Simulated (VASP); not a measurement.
# Zr3GeTe4 (P-6m2) in VASP: single point with PBE

Aim: the single point of Zr3GeTe4 with PBE.

Program: VASP 6.6.1. These are calculated values, not measurements. Logs are shortened: lines on timing, memory, paths and dates and some standing lists are left out, and cuts for length are marked.

## 1. The cell of the first run

Symmetry: P-6m2, No. 187, hexagonal system. Conventional cell: a = 4.994 Å, b = 4.994 Å, c = 11.859 Å, α = 90.00°, β = 90.00°, γ = 120.00°. Zr (site symmetry 3m) has 1 Zr at 2.83 Å and 4 Te at 2.89 to 3.10 Å within 3.7 Å. Within 3.7 Å of Zr (site symmetry -6m2) lie 2 Zr at 2.83 Å and 3 Ge at 2.88 Å. Ge (site symmetry -6m2) has 3 Zr at 2.88 Å and 2 Te at 3.06 Å within 3.8 Å. Te (site symmetry -6m2) has 3 Te at 2.88 Å within 3.8 Å. Within 3.8 Å of Te (site symmetry 3m) lie 3 Zr at 2.89 Å and 1 Ge at 3.06 Å. Te (site symmetry -6m2) has 3 Te at 2.88 Å and 2 Zr at 3.10 Å within 3.8 Å.

The cell was built from a structure type or drawn by symmetry, and may not be a known phase.

## 2. Single point, PBE

Contents of INCAR:

```
SYSTEM = Zr3GeTe4
ALGO     = Normal         ! electronic algorithm
EDIFF    = 1E-6           ! SCF threshold, eV
ENCUT    = 520            ! plane-wave cutoff, eV
GGA      = PE             ! functional
ISIF     = 2              ! what is computed and relaxed
ISMEAR   = 0              ! smearing method
LASPH    = .True.         ! aspherical terms in the spheres
LCHARG   = .False.        ! write CHGCAR
LREAL    = .False.        ! projectors in reciprocal space
LWAVE    = .False.        ! write WAVECAR
NBANDS   = 47             ! bands
NELM     = 100            ! most SCF steps
PREC     = Accurate       ! precision mode
SIGMA    = 0.2            ! smearing width, eV
```

Contents of KPOINTS:

```
k-points
0
Gamma
  4 4 2
  0 0 0
```

Contents of POSCAR:

```
Zr3GeTe4
1.0
    4.9942789150     -0.0000000026      0.0000000000
   -2.4971394553      4.3251724153      0.0000000000
    0.0000000000      0.0000000000     11.8587448478
Zr Ge Te
3 1 4
Direct
    0.6666666667      0.3333333333      0.2389899156
    0.6666666667      0.3333333333      0.7610100844
    0.6666666667      0.3333333333      0.0000000000
    0.3333333333      0.6666666667      0.0000000000
    0.0000000000      0.0000000000      0.5000000000
    0.3333333333      0.6666666667      0.7417121765
    0.3333333333      0.6666666667      0.2582878235
    0.6666666667      0.3333333333      0.5000000000
```

Potentials or basis: VASP PAW PBE potentials, release 64 (Zr_sv, Ge_d, Te).

Command:

```
cat potpaw_PBE.64/Zr_sv/POTCAR potpaw_PBE.64/Ge_d/POTCAR potpaw_PBE.64/Te/POTCAR > POTCAR
mpirun -np 1 vasp_std > vasp.out
```

OUTCAR:

```text
SYSTEM = Zr3GeTe4
   EDIFF = 1E-6
   ENCUT = 520
   GGA = PE
   ISIF = 2
   ISMEAR = 0
   LASPH = .True.
   LREAL = .False.
   NELM = 100
   PREC = Accurate

 ion  position               nearest neighbor table
   1  0.667  0.333  0.239-   3 2.83   7 2.89   7 2.89   7 2.89   8 3.10
   2  0.667  0.333  0.761-   3 2.83   6 2.89   6 2.89   6 2.89   8 3.10
   3  0.667  0.333  0.000-   1 2.83   2 2.83   4 2.88   4 2.88   4 2.88
   4  0.333  0.667  0.000-   3 2.88   3 2.88   3 2.88   7 3.06   6 3.06
   5  0.000  0.000  0.500-   8 2.88   8 2.88   8 2.88
   6  0.333  0.667  0.742-   2 2.89   2 2.89   2 2.89   4 3.06
   7  0.333  0.667  0.258-   1 2.89   1 2.89   1 2.89   4 3.06
   8  0.667  0.333  0.500-   5 2.88   5 2.88   5 2.88   1 3.10   2 3.10

  LATTYP: Found a hexagonal cell.
 ALAT       =     4.9942789150
 C/A-ratio  =     2.3744658738

  Lattice vectors:

 A1 = (   4.9942789150,  -0.0000000026,   0.0000000000)
 A2 = (  -2.4971394553,   4.3251724153,   0.0000000000)
 A3 = (   0.0000000000,   0.0000000000,  11.8587448478)

Analysis of symmetry for initial positions (statically):
=====================================================================
 Subroutine PRICEL returns:
 Original cell was already a primitive cell.

 Routine SETGRP: Setting up the symmetry group for a
 hexagonal supercell.

 Subroutine GETGRP returns: Found 12 space group operations
 (whereof 12 operations were pure point group operations)
 out of a pool of 24 trial point group operations.

The static configuration has the point symmetry D_3h.

Analysis of symmetry for dynamics (positions and initial velocities):
=====================================================================
 Subroutine PRICEL returns:
 Original cell was already a primitive cell.

 Routine SETGRP: Setting up the symmetry group for a
 hexagonal supercell.

 Subroutine GETGRP returns: Found 12 space group operations
 (whereof 12 operations were pure point group operations)
 out of a pool of 24 trial point group operations.

The dynamic configuration has the point symmetry D_3h.

 Subroutine INISYM returns: Found 12 space group operations
 (whereof 12 operations are pure point group operations),
 and found     1 'primitive' translations

----------------------------------------------------------------------------------------

                                     Primitive cell

  volume of cell :     256.1621

  direct lattice vectors                    reciprocal lattice vectors
     4.994278915 -0.000000003  0.000000000     0.200229106  0.115602328  0.000000000
    -2.497139455  4.325172415  0.000000000     0.000000000  0.231204656  0.000000000
     0.000000000  0.000000000 11.858744848     0.000000000  0.000000000  0.084325956

  length of vectors
     4.994278915  4.994278915 11.858744848     0.231204656  0.231204656  0.084325956

  position of ions in fractional coordinates (direct lattice)
     0.666666667  0.333333333  0.238989916
     0.666666667  0.333333333  0.761010084
     0.666666667  0.333333333  0.000000000
     0.333333333  0.666666667  0.000000000
     0.000000000  0.000000000  0.500000000
     0.333333333  0.666666667  0.741712177
     0.333333333  0.666666667  0.258287823
     0.666666667  0.333333333  0.500000000

  ion indices of the primitive-cell ions
   primitive index   ion index
                 1           1
                 2           2
                 3           3
                 4           4
                 5           5
                 6           6
                 7           7
                 8           8

----------------------------------------------------------------------------------------

 KPOINTS: k-points

Automatic generation of k-mesh.
 Grid dimensions read from file:
 generate k-points for:    4    4    2

 Generating k-lattice:

  Cartesian coordinates                     Fractional coordinates (reciprocal lattice)
     0.050057276  0.028900582  0.000000000     0.250000000 -0.000000000  0.000000000
     0.000000000  0.057801164  0.000000000     0.000000000  0.250000000  0.000000000
     0.000000000  0.000000000  0.042162978     0.000000000  0.000000000  0.500000000

  Length of vectors
     0.057801164  0.057801164  0.042162978

  Shift w.r.t. Gamma in fractional coordinates (k-lattice)
     0.000000000  0.000000000  0.000000000

 Subroutine IBZKPT returns following result:
 ===========================================

 Found      8 irreducible k-points:

 Following reciprocal coordinates:
            Coordinates               Weight
  0.000000  0.000000  0.000000      1.000000
  0.250000 -0.000000  0.000000      6.000000
  0.500000 -0.000000  0.000000      3.000000
  0.250000  0.250000  0.000000      6.000000
  0.000000  0.000000  0.500000      1.000000
  0.250000 -0.000000  0.500000      6.000000
  0.500000 -0.000000  0.500000      3.000000
  0.250000  0.250000  0.500000      6.000000
   k-points           NKPTS =      8   k-points in BZ     NKDIM =      8   number of bands    NBANDS=     47
   number of dos      NEDOS =    301   number of ions     NIONS =      8
   total plane-waves  NPLWV = 144000
   dimension x,y,z NGX =    40 NGY =   40 NGZ =   90
   dimension x,y,z NGXF=    80 NGYF=   80 NGZF=  180
   ions per type =               3   1   4
   NGX,Y,Z   is equivalent  to a cutoff of  13.31, 13.31, 12.62 a.u.
   NGXF,Y,Z  is equivalent  to a cutoff of  26.63, 26.63, 25.23 a.u.
 SYSTEM =  Zr3GeTe4
   PREC   = accura    normal or accurate (medium, high low for compatibility)
   ISTART =      0    job   : 0-new  1-cont  2-samecut
   ICHARG =      2    charge: 1-file 2-atom 10-const
   ISPIN  =      1    spin polarized calculation?
   LNONCOLLINEAR =      F non collinear calculations
   LSORBIT =      F    spin-orbit coupling
   LASPH  =      T    aspherical Exc in radial PAW
   ENCUT  =  520.0 eV  38.22 Ry    6.18 a.u.   9.29  9.29 22.05*2*pi/ulx,y,z
   NELM   =    100;   NELMIN=  2; NELMDL= -5     # of ELM steps
   EDIFF  = 0.1E-05   stopping-criterion for ELM
   LREAL  =      F    real-space projection
   EDIFFG = 0.1E-04   stopping-criterion for IOM
   NSW    =      0    number of steps for IOM
   IBRION =     -1    ionic relax: 0-MD 1-quasi-New 2-CG
   NFREE  =      0    steps in history (QN), initial steepest desc. (CG)
   ISIF   =      2    stress and relaxation
   ISYM   =      2    0-nonsym 1-usesym 2-fastsym
   POTIM  = 0.5000    time-step for ionic-motion
   TEBEG  =    0.0;   TEEND  =   0.0 temperature during run
   PSTRESS=    0.0 pullay stress
   NELECT =      74.0000    total number of electrons
   NUPDOWN=      -1.0000    fix difference up-down
   EMIN   =  10.00;   EMAX   =-10.00  energy-range for DOS
   EFERMI =   0.00;   METHOD = LEGACY
   ISMEAR =     0;   SIGMA  =   0.20  broadening in eV -4-tet -1-fermi 0-gaus
   EFERMI_NEDOS =   21; number of points for ismear=-14 and -15
   IALGO  =     38    algorithm
   IMIX   =      4    mixing-type and parameters
     AMIX     =   0.40;   BMIX     =  1.00
     AMIX_MAG =   1.60;   BMIX_MAG =  1.00
  volume/ion in A,a.u.               =      32.02       216.08
  Fermi-wavevector in a.u.,A,eV,Ry     =   1.082216  2.045091 15.935013  1.171190
  Thomas-Fermi vector in A             =   2.218251
   LORBIT       =      0    0 simple, 1 ext, 2 COOP (PROOUT), +10 PAW based schemes
   GGA     = PE    functional components
   LHFCALC =     F    Hartree Fock is set to
   AEXX    =    0.0000 exact exchange contribution
   IVDW    =     0    specifies the selected vdW correction
   LEPSILON=     F    determine dielectric tensor
   LRPA    =     F    only Hartree local field effects (RPA)
 non-spin polarized calculation
 Gauss-broadening in eV      SIGMA  =   0.20
  energy-cutoff  :      520.00
  volume of cell :      256.16
 maximum number of plane-waves:      6968
 NGX is ok and might be reduce to    40
   NGX = 19   NGY = 19   NGZ = 45

 number of electron      74.0000003 magnetization

 Free energy of the ion-electron system (eV)
  ---------------------------------------------------
  ext. energy  EPLUGINS =         0.00000000
  ---------------------------------------------------
  free energy    TOTEN  =       -41.38117696 eV

  energy without entropy =      -41.19664230  energy(sigma->0) =      -41.28890963

 E-fermi :   5.8581     XC(G=0):  -9.1840

 val. band max:        5.8432397641   @ k =   0.5000  -0.0000   0.5000
 cond. band min:       5.8869120163   @ k =   0.2500   0.2500   0.0000
 fundamental gap:      0.0436722522
 Fermi energy:         5.8580789849

 k-point     1 :       0.0000    0.0000    0.0000
  band No.  band energies     occupation
      1     -43.7941      2.00000
      2     -43.7905      2.00000
      3     -42.8268      2.00000
      4     -21.9065      2.00000
      5     -21.9065      2.00000
      6     -21.9036      2.00000
[... 39 lines left out ...]
     46       8.0473      0.00000
     47       8.7997      0.00000

 k-point     2 :       0.2500   -0.0000    0.0000
  band No.  band energies     occupation
      1     -43.7939      2.00000
      2     -43.7903      2.00000
      3     -42.8267      2.00000
      4     -21.9139      2.00000
      5     -21.9104      2.00000
      6     -21.9083      2.00000
[... 39 lines left out ...]
     46       7.8498      0.00000
     47       8.3978      0.00000

 k-point     3 :       0.5000   -0.0000    0.0000
  band No.  band energies     occupation
      1     -43.7937      2.00000
      2     -43.7901      2.00000
      3     -42.8266      2.00000
      4     -21.9212      2.00000
      5     -21.9177      2.00000
      6     -21.9100      2.00000
[... 39 lines left out ...]
     46       7.7163      0.00000
     47       7.9683      0.00000

 k-point     4 :       0.2500    0.2500    0.0000
  band No.  band energies     occupation
      1     -43.7937      2.00000
      2     -43.7901      2.00000
      3     -42.8266      2.00000
      4     -21.9195      2.00000
      5     -21.9160      2.00000
      6     -21.9117      2.00000
[... 39 lines left out ...]
     46       7.6242      0.00000
     47       8.0125      0.00000

 k-point     5 :       0.0000    0.0000    0.5000
  band No.  band energies     occupation
      1     -43.7941      2.00000
      2     -43.7905      2.00000
      3     -42.8268      2.00000
      4     -21.9065      2.00000
      5     -21.9065      2.00000
      6     -21.9038      2.00000
[... 39 lines left out ...]
     46       8.3146      0.00000
     47       8.4986      0.00000

 k-point     6 :       0.2500   -0.0000    0.5000
  band No.  band energies     occupation
      1     -43.7939      2.00000
      2     -43.7903      2.00000
      3     -42.8267      2.00000
      4     -21.9138      2.00000
      5     -21.9105      2.00000
      6     -21.9082      2.00000
[... 39 lines left out ...]
     46       7.7153      0.00000
     47       8.2710      0.00000

 k-point     7 :       0.5000   -0.0000    0.5000
  band No.  band energies     occupation
      1     -43.7937      2.00000
      2     -43.7901      2.00000
      3     -42.8266      2.00000
      4     -21.9211      2.00000
      5     -21.9177      2.00000
      6     -21.9100      2.00000
[... 39 lines left out ...]
     46       7.6552      0.00000
     47       8.0489      0.00000

 k-point     8 :       0.2500    0.2500    0.5000
  band No.  band energies     occupation
      1     -43.7937      2.00000
      2     -43.7901      2.00000
      3     -42.8266      2.00000
      4     -21.9194      2.00000
      5     -21.9161      2.00000
      6     -21.9117      2.00000
[... 39 lines left out ...]
     46       7.6507      0.00000
     47       8.0538      0.00000

------------------------ aborting loop because EDIFF is reached ----------------------------------------

  FORCE on cell =-STRESS in cart. coord.  units (eV):
  Direction    XX          YY          ZZ          XY          YZ          ZX
  --------------------------------------------------------------------------------------
  -------------------------------------------------------------------------------------
  Total        0.3424314      0.3424314     -1.0373464     -0.0000000      0.0000000     -0.0000000
  in kB        2.1417519      2.1417519     -6.4881286     -0.0000000      0.0000000     -0.0000000
  external PRESSURE =      -0.7348749 kB  Pullay stress =       0.0000000 kB

 VOLUME and BASIS-vectors are now :
 -----------------------------------------------------------------------------
  energy-cutoff  :      520.00
  volume of cell :      256.16
      direct lattice vectors                 reciprocal lattice vectors
     4.994278915 -0.000000003  0.000000000     0.200229106  0.115602328  0.000000000
    -2.497139455  4.325172415  0.000000000     0.000000000  0.231204656  0.000000000
     0.000000000  0.000000000 11.858744848     0.000000000  0.000000000  0.084325956

 POSITION                                       TOTAL-FORCE (eV/Angst)
 -----------------------------------------------------------------------------------
      2.49714      1.44172      2.83412        -0.000000      0.000000     -0.011737
      2.49714      1.44172      9.02462         0.000000      0.000000      0.011737
      2.49714      1.44172      0.00000         0.000000     -0.000000      0.000000
      0.00000      2.88345      0.00000        -0.000000     -0.000000      0.000000
      0.00000      0.00000      5.92937         0.000000     -0.000000      0.000000
      0.00000      2.88345      8.79578        -0.000000     -0.000000     -0.011498
      0.00000      2.88345      3.06297        -0.000000     -0.000000      0.011498
      2.49714      1.44172      5.92937        -0.000000      0.000000      0.000000
 -----------------------------------------------------------------------------------
    total drift:                               -0.000002      0.000001      0.000000

  FREE ENERGIE OF THE ION-ELECTRON SYSTEM (eV)
  ---------------------------------------------------
  free  energy   TOTEN  =       -41.3811769591 eV

  energy  without entropy=      -41.1966422981  energy(sigma->0) =      -41.28890963
```

It took 67 s on 1 thread of Intel Xeon 6975P-C (Granite Rapids), shared host; peak memory 0.42 GiB.

What came out:

```yaml
Free_energy: -41.3812 eV
Pressure: -0.1 GPa
Largest_force: 0.012 eV/Å
Band_gap_on_the_k_mesh: zero (bands 37 and 38 overlap by 0.32 eV)
```

Forces in eV/Å, atoms in the order of the input:
```
Zr   0.000  0.000 -0.012
Zr   0.000  0.000  0.012
Zr   0.000  0.000  0.000
Ge   0.000  0.000  0.000
Te   0.000  0.000  0.000
Te   0.000  0.000 -0.011
Te   0.000  0.000  0.011
Te   0.000  0.000  0.000
```

Stress tensor (GPa, compression positive):
```
 0.21  0.00  0.00
 0.00  0.21  0.00
 0.00  0.00 -0.65
```

Caveat: the k points lie up to 0.36 Å⁻¹ apart; spin-orbit coupling is left out, which moves the levels of the heavy elements.
